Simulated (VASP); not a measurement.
# Hf2ZrTe6 (R-3) in VASP: a series of runs

Runs on Hf2ZrTe6. Level: PBE. Tasks: single point.

Everything below comes from runs of VASP 6.6.1. Logs are shortened: lines on timing, memory, paths and dates and some standing lists are left out, and cuts for length are marked.

## Step 1: The cell of the first run

It takes space group R-3 (No. 148, trigonal). The conventional cell has a = 6.895 Å, b = 6.895 Å, c = 21.481 Å, α = 90.00°, β = 90.00°, γ = 120.00°. Zr (site symmetry -3) has 6 Te at 2.92 Å within 3.8 Å. Hf (site symmetry 3) has 6 Te at 2.90 Å within 3.8 Å. Te (site symmetry 1) has 2 Hf at 2.90 Å and 1 Zr at 2.92 Å within 3.8 Å.

## Step 2: Single point, PBE

Input file INCAR:

```
PREC = Accurate
ENCUT = 520
EDIFF = 1E-6
ISMEAR = 0
SIGMA = 0.1
LREAL = False
LASPH = True
NELM = 100
ALGO = Normal
ISIF = 2
LWAVE = False
LCHARG = True
GGA = PE
LELF = True
LVHAR = True
NBANDS = 44
```

Input file KPOINTS:

```
Automatic mesh
0
Gamma
  3 3 3
```

Input file POSCAR:

```
Hf2ZrTe6
1.0
    3.4474327000      1.9903762000      7.1603049000
   -3.4474327000      1.9903762000      7.1603049000
    0.0000000000     -3.9807524000      7.1603049000
Zr Hf Te
1 2 6
Direct
    0.0000000000      0.0000000000      0.0000000000
    0.3333540000      0.3333540000      0.3333540000
    0.6666460000      0.6666460000      0.6666460000
    0.0826810000      0.7472970000      0.4181890000
    0.4181890000      0.0826810000      0.7472970000
    0.7472970000      0.4181890000      0.0826810000
    0.9173190000      0.2527030000      0.5818110000
    0.2527030000      0.5818110000      0.9173190000
    0.5818110000      0.9173190000      0.2527030000
```

Potentials or basis: VASP PAW PBE potentials, release 64 (Zr_sv, Hf_pv, Te).

Launch:

```sh
$ cat potpaw_PBE.64/Zr_sv/POTCAR potpaw_PBE.64/Hf_pv/POTCAR potpaw_PBE.64/Te/POTCAR > POTCAR
$ mpirun -np 1 vasp_std > vasp.out
```

OUTCAR:

```text
PREC = Accurate
   ENCUT = 520
   EDIFF = 1E-6
   ISMEAR = 0
   LREAL = False
   LASPH = True
   NELM = 100
   ISIF = 2
   GGA = PE

 ion  position               nearest neighbor table
   1  0.000  0.000  0.000-   6 2.92   8 2.92   5 2.92   9 2.92   4 2.92   7 2.92
   2  0.333  0.333  0.333-   4 2.90   5 2.90   6 2.90   9 2.90   7 2.90   8 2.90
   3  0.667  0.667  0.667-   7 2.90   9 2.90   8 2.90   5 2.90   4 2.90   6 2.90
   4  0.083  0.747  0.418-   2 2.90   3 2.90   1 2.92
   5  0.418  0.083  0.747-   2 2.90   3 2.90   1 2.92
   6  0.747  0.418  0.083-   2 2.90   3 2.90   1 2.92
   7  0.917  0.253  0.582-   3 2.90   2 2.90   1 2.92
   8  0.253  0.582  0.917-   3 2.90   2 2.90   1 2.92
   9  0.582  0.917  0.253-   3 2.90   2 2.90   1 2.92

  LATTYP: Found a trigonal (rhomboedric) cell.
 ALAT       =     8.1924572565
 COS(alpha) =     0.6458451272

  Lattice vectors:

 A1 = (   3.4474327000,   1.9903762000,   7.1603049000)
 A2 = (  -3.4474327000,   1.9903762000,   7.1603049000)
 A3 = (   0.0000000000,  -3.9807524000,   7.1603049000)

Analysis of symmetry for initial positions (statically):
=====================================================================
 Subroutine PRICEL returns:
 Original cell was already a primitive cell.

 Routine SETGRP: Setting up the symmetry group for a
 trigonal (rhombohedral) supercell.

 Subroutine GETGRP returns: Found  6 space group operations
 (whereof  6 operations were pure point group operations)
 out of a pool of 12 trial point group operations.

The static configuration has the point symmetry S_6 .

Analysis of symmetry for dynamics (positions and initial velocities):
=====================================================================
 Subroutine PRICEL returns:
 Original cell was already a primitive cell.

 Routine SETGRP: Setting up the symmetry group for a
 trigonal (rhombohedral) supercell.

 Subroutine GETGRP returns: Found  6 space group operations
 (whereof  6 operations were pure point group operations)
 out of a pool of 12 trial point group operations.

The dynamic configuration has the point symmetry S_6 .

 Subroutine INISYM returns: Found  6 space group operations
 (whereof  6 operations are pure point group operations),
 and found     1 'primitive' translations

[... 94 lines left out ...]
   NFREE  =      0    steps in history (QN), initial steepest desc. (CG)
   ISIF   =      2    stress and relaxation
   ISYM   =      2    0-nonsym 1-usesym 2-fastsym
   POTIM  = 0.5000    time-step for ionic-motion
   TEBEG  =    0.0;   TEEND  =   0.0 temperature during run
   PSTRESS=    0.0 pullay stress
   NELECT =      68.0000    total number of electrons
   NUPDOWN=      -1.0000    fix difference up-down
   EMIN   =  10.00;   EMAX   =-10.00  energy-range for DOS
   EFERMI =   0.00;   METHOD = LEGACY
   ISMEAR =     0;   SIGMA  =   0.10  broadening in eV -4-tet -1-fermi 0-gaus
   EFERMI_NEDOS =   21; number of points for ismear=-14 and -15
   IALGO  =     38    algorithm
   IMIX   =      4    mixing-type and parameters
     AMIX     =   0.40;   BMIX     =  1.00
     AMIX_MAG =   1.60;   BMIX_MAG =  1.00
  volume/ion in A,a.u.               =      32.75       221.04
  Fermi-wavevector in a.u.,A,eV,Ry     =   1.004014  1.897312 13.715281  1.008045
  Thomas-Fermi vector in A             =   2.136603
   LORBIT       =      0    0 simple, 1 ext, 2 COOP (PROOUT), +10 PAW based schemes
   GGA     = PE    functional components
   LHFCALC =     F    Hartree Fock is set to
   AEXX    =    0.0000 exact exchange contribution
   IVDW    =     0    specifies the selected vdW correction
   LEPSILON=     F    determine dielectric tensor
   LRPA    =     F    only Hartree local field effects (RPA)
 non-spin polarized calculation
 Gauss-broadening in eV      SIGMA  =   0.10
  energy-cutoff  :      520.00
  volume of cell :      294.79
 maximum number of plane-waves:      7965
 NGX is ok and might be reduce to    64
   NGX = 31   NGY = 31   NGZ = 31

 number of electron      68.0000000 magnetization

 Free energy of the ion-electron system (eV)
  ---------------------------------------------------
  ext. energy  EPLUGINS =         0.00000000
  ---------------------------------------------------
  free energy    TOTEN  =       -54.88958700 eV

  energy without entropy =      -54.87198011  energy(sigma->0) =      -54.88078355

 E-fermi :   5.0808     XC(G=0):  -9.1053

 val. band max:        5.0150874096   @ k =  -0.3333   0.3333   0.0000
 cond. band min:       5.1545289659   @ k =  -0.3333   0.3333   0.0000
 fundamental gap:      0.1394415563
 Fermi energy:         5.0807793255

 k-point     1 :       0.0000    0.0000    0.0000
  band No.  band energies     occupation
      1     -44.7302      2.00000
      2     -26.6231      2.00000
      3     -26.6231      2.00000
      4     -26.5938      2.00000
      5     -26.5938      2.00000
      6     -26.5578      2.00000
[... 271 lines left out ...]
     43       7.5032      0.00000
     44       7.9031      0.00000

------------------------ aborting loop because EDIFF is reached ----------------------------------------

  FORCE on cell =-STRESS in cart. coord.  units (eV):
  Direction    XX          YY          ZZ          XY          YZ          ZX
  --------------------------------------------------------------------------------------
  -------------------------------------------------------------------------------------
  Total       -1.3726113     -1.3726113      0.4854938     -0.0000000      0.0000000      0.0000000
  in kB       -7.4600962     -7.4600962      2.6386422     -0.0000002      0.0000000      0.0000000
  external PRESSURE =      -4.0938501 kB  Pullay stress =       0.0000000 kB

 VOLUME and BASIS-vectors are now :
 -----------------------------------------------------------------------------
  energy-cutoff  :      520.00
  volume of cell :      294.79
      direct lattice vectors                 reciprocal lattice vectors
     3.447432700  1.990376200  7.160304900     0.145035464  0.083736264  0.046552952
    -3.447432700  1.990376200  7.160304900    -0.145035464  0.083736264  0.046552952
     0.000000000 -3.980752400  7.160304900     0.000000000 -0.167472528  0.046552952

 POSITION                                       TOTAL-FORCE (eV/Angst)
 -----------------------------------------------------------------------------------
      0.00000      0.00000      0.00000         0.000000     -0.000000     -0.000000
      0.00000      0.00000      7.16075         0.000000      0.000000     -0.000851
      0.00000      0.00000     14.32017         0.000000      0.000000      0.000851
     -2.29122     -0.01274      8.93726         0.021009     -0.036616      0.037238
      1.15664     -1.97788      8.93726         0.021206      0.036502      0.037238
      1.13458      1.99062      8.93726        -0.042215      0.000114      0.037238
      2.29122      0.01274     12.54366        -0.021009      0.036616     -0.037238
     -1.13458     -1.99062     12.54366         0.042215     -0.000114     -0.037238
     -1.15664      1.97788     12.54366        -0.021206     -0.036502     -0.037238
 -----------------------------------------------------------------------------------
    total drift:                               -0.000000      0.000000      0.000000

  FREE ENERGIE OF THE ION-ELECTRON SYSTEM (eV)
  ---------------------------------------------------
  free  energy   TOTEN  =       -54.8895869987 eV

  energy  without entropy=      -54.8719801072  energy(sigma->0) =      -54.88078355
```

OSZICAR:

```text
N       E                     dE             d eps       ncg     rms          rms(c)
DAV:   1     0.407585565559E+03    0.40759E+03   -0.30285E+04   576   0.133E+03
DAV:   2    -0.245076666186E+02   -0.43209E+03   -0.42076E+03   652   0.282E+02
DAV:   3    -0.565870781541E+02   -0.32079E+02   -0.31707E+02   736   0.634E+01
DAV:   4    -0.579797444269E+02   -0.13927E+01   -0.13880E+01   792   0.124E+01
DAV:   5    -0.580079349183E+02   -0.28190E-01   -0.28177E-01   744   0.175E+00    0.590E+01
DAV:   6    -0.551420375562E+02    0.28659E+01   -0.12222E+01   592   0.106E+01    0.395E+01
DAV:   7    -0.550582937280E+02    0.83744E-01   -0.48677E+00   696   0.695E+00    0.105E+01
DAV:   8    -0.549029456604E+02    0.15535E+00   -0.81503E-01   664   0.303E+00    0.197E+00
DAV:   9    -0.548913936087E+02    0.11552E-01   -0.12902E-01   792   0.114E+00    0.121E+00
DAV:  10    -0.548894614943E+02    0.19321E-02   -0.23139E-02   664   0.563E-01    0.382E-01
DAV:  11    -0.548895741454E+02   -0.11265E-03   -0.18836E-03   752   0.157E-01    0.315E-01
DAV:  12    -0.548896025173E+02   -0.28372E-04   -0.22560E-04   712   0.536E-02    0.110E-01
DAV:  13    -0.548895849631E+02    0.17554E-04   -0.16737E-04   632   0.458E-02    0.355E-02
DAV:  14    -0.548895870434E+02   -0.20803E-05   -0.23571E-05   696   0.158E-02    0.104E-02
DAV:  15    -0.548895869987E+02    0.44666E-07   -0.11504E-06   408   0.396E-03
   1 F= -.54889587E+02 E0= -.54880784E+02  d E =-.176069E-01
```

It took 4.9 min on 1 thread of Intel Xeon 8259CL, shared host; peak memory 0.56 GiB.

What came out:

- Free energy: -54.8896 eV
- Pressure: -0.4 GPa
- Largest force: 0.056 eV/Å
- Band gap on the k mesh: zero (bands 34 and 35 overlap by 0.31 eV)

Forces in eV/Å, atoms in the order of the input:
```
Zr   0.000  0.000  0.000
Hf   0.000  0.000 -0.001
Hf   0.000  0.000  0.001
Te   0.021 -0.037  0.037
Te   0.021  0.037  0.037
Te  -0.042  0.000  0.037
Te  -0.021  0.037 -0.037
Te   0.042  0.000 -0.037
Te  -0.021 -0.037 -0.037
```

Caveat: the k points lie up to 0.36 Å⁻¹ apart; spin-orbit coupling is left out, which moves the levels of the heavy elements.

## Step 3: Single point, PBE

Input file INCAR:

```
SYSTEM = Hf2ZrTe6
ALGO = Normal
EDIFF = 1E-6
ENCUT = 520
GGA = PE
ISIF = 2
ISMEAR = 0
LASPH = .TRUE.
LCHARG = .FALSE.
LREAL = .FALSE.
LWAVE = .FALSE.
NBANDS = 44
NELM = 60
PREC = Accurate
SIGMA = 0.1
```

Input file KPOINTS:

```
k-points
0
G
  6 6 6
  0 0 0
```

Changes to POSCAR since step 2:

```diff
@@ -2,5 +2,5 @@
 1.0
-    3.4474327000      1.9903762000      7.1603049000
-   -3.4474327000      1.9903762000      7.1603049000
-    0.0000000000     -3.9807524000      7.1603049000
+    3.4474327023      1.9903761987      7.1603049000
+   -3.4474327023      1.9903761987      7.1603049000
+    0.0000000000     -3.9807523974      7.1603049000
 Zr Hf Te
```

Potentials or basis: VASP PAW PBE potentials, release 64 (Zr_sv, Hf_pv, Te).

Launch:

```sh
$ cat potpaw_PBE.64/Zr_sv/POTCAR potpaw_PBE.64/Hf_pv/POTCAR potpaw_PBE.64/Te/POTCAR > POTCAR
$ mpirun -np 1 vasp_std > vasp.out
```

OUTCAR:

```text
SYSTEM = Hf2ZrTe6
   EDIFF = 1E-6
   ENCUT = 520
   GGA = PE
   ISIF = 2
   ISMEAR = 0
   LASPH = .TRUE.
   LREAL = .FALSE.
   NELM = 60
   PREC = Accurate

 ion  position               nearest neighbor table
   1  0.000  0.000  0.000-   6 2.92   8 2.92   5 2.92   9 2.92   4 2.92   7 2.92
   2  0.333  0.333  0.333-   4 2.90   5 2.90   6 2.90   9 2.90   7 2.90   8 2.90
   3  0.667  0.667  0.667-   7 2.90   9 2.90   8 2.90   5 2.90   4 2.90   6 2.90
   4  0.083  0.747  0.418-   2 2.90   3 2.90   1 2.92
   5  0.418  0.083  0.747-   2 2.90   3 2.90   1 2.92
   6  0.747  0.418  0.083-   2 2.90   3 2.90   1 2.92
[... 1347 lines left out ...]
  in kB       -0.9076149     -0.9076149     -0.5403015      0.0000002      0.0000000      0.0000000
  external PRESSURE =      -0.7851771 kB  Pullay stress =       0.0000000 kB

 VOLUME and BASIS-vectors are now :
 -----------------------------------------------------------------------------
  energy-cutoff  :      520.00
  volume of cell :      294.79
      direct lattice vectors                 reciprocal lattice vectors
     3.447432702  1.990376199  7.160304900     0.145035464  0.083736264  0.046552952
    -3.447432702  1.990376199  7.160304900    -0.145035464  0.083736264  0.046552952
     0.000000000 -3.980752397  7.160304900     0.000000000 -0.167472528  0.046552952

 POSITION                                       TOTAL-FORCE (eV/Angst)
 -----------------------------------------------------------------------------------
      0.00000      0.00000      0.00000        -0.000000      0.000000     -0.000000
      0.00000      0.00000      7.16075        -0.000000     -0.000000      0.000007
      0.00000      0.00000     14.32017        -0.000000     -0.000000     -0.000007
     -2.29122     -0.01274      8.93726         0.008624     -0.014942     -0.005651
      1.15664     -1.97788      8.93726         0.008628      0.014939     -0.005651
      1.13458      1.99062      8.93726        -0.017252      0.000003     -0.005651
      2.29122      0.01274     12.54366        -0.008624      0.014942      0.005651
     -1.13458     -1.99062     12.54366         0.017252     -0.000003      0.005651
     -1.15664      1.97788     12.54366        -0.008628     -0.014939      0.005651
 -----------------------------------------------------------------------------------
    total drift:                               -0.000000      0.000000      0.000000

  FREE ENERGIE OF THE ION-ELECTRON SYSTEM (eV)
  ---------------------------------------------------
  free  energy   TOTEN  =       -54.8715100703 eV

  energy  without entropy=      -54.8638687393  energy(sigma->0) =      -54.86768940
```

Wall time 24 min (1 thread of Intel Xeon 8259CL, shared host); peak memory 0.84 GiB.

Results:

```
Free energy            : -54.8715 eV
Pressure               : -0.1 GPa
Largest force          : 0.018 eV/Å
Band gap on the k mesh : zero (bands 34 and 35 overlap by 0.52 eV)
```

Forces in eV/Å, atoms in the order of the input:
```
Zr   0.000  0.000  0.000
Hf   0.000  0.000  0.000
Hf   0.000  0.000  0.000
Te   0.009 -0.015 -0.006
Te   0.009  0.015 -0.006
Te  -0.017  0.000 -0.006
Te  -0.009  0.015  0.006
Te   0.017  0.000  0.006
Te  -0.009 -0.015  0.006
```

Caveat: spin-orbit coupling is left out, which moves the levels of the heavy elements.

The gap in the log of VASP goes by the Fermi energy; the results here count the filled bands.